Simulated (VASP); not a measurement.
Here is a VASP 6.6.1 calculation.

File INCAR:

```
SYSTEM = HfO2
  PREC = Accurate
  ENCUT = 520
  EDIFF = 1E-6
  ISMEAR = 0
  SIGMA = 0.05
  LREAL = .False.
  LASPH = .True.
  NELM = 100
  ALGO = Normal
  ISIF = 2
  LWAVE = .False.
  LCHARG = .False.
  GGA = PE
  NBANDS = 31
```

Contents of KPOINTS:

```
regular mesh
0
Gamma
  6 6 8
  0 0 0
```

The input POSCAR:

```
HfO2
1.0
    4.7996987687      0.0000000000      0.0000000000
    0.0000000000      4.7996987687      0.0000000000
    0.0000000000      0.0000000000      3.1838168590
Hf O
2 4
Direct
    0.0000000000      0.0000000000      0.0000000000
    0.5000000000      0.5000000000      0.5000000000
    0.1948161092      0.8051838908      0.5000000000
    0.3051838908      0.3051838908      0.0000000000
    0.6948161092      0.6948161092      0.0000000000
    0.8051838908      0.1948161092      0.5000000000
```

Potentials or basis: VASP PAW PBE potentials, release 64 (Hf_pv, O).

The run is started by

```sh
$ cat potpaw_PBE.64/Hf_pv/POTCAR potpaw_PBE.64/O/POTCAR > POTCAR
$ mpirun -np 1 vasp_std > vasp.out
```

Q: Predict the band gap on the k mesh.

A: 4.04 eV, direct.

Q: Estimate the largest force.

A: 0.125 eV/Å.

Q: Predict the pressure.

A: 9.0 GPa.

Forces in eV/Å, atoms in the order of the input:
```
Hf   0.000  0.000  0.000
Hf   0.000  0.000  0.000
O    0.088 -0.088  0.000
O   -0.088 -0.088  0.000
O    0.088  0.088  0.000
O   -0.088  0.088  0.000
```

Caveat: spin-orbit coupling is left out, which moves the levels of the heavy elements. A k mesh can miss the band edges.
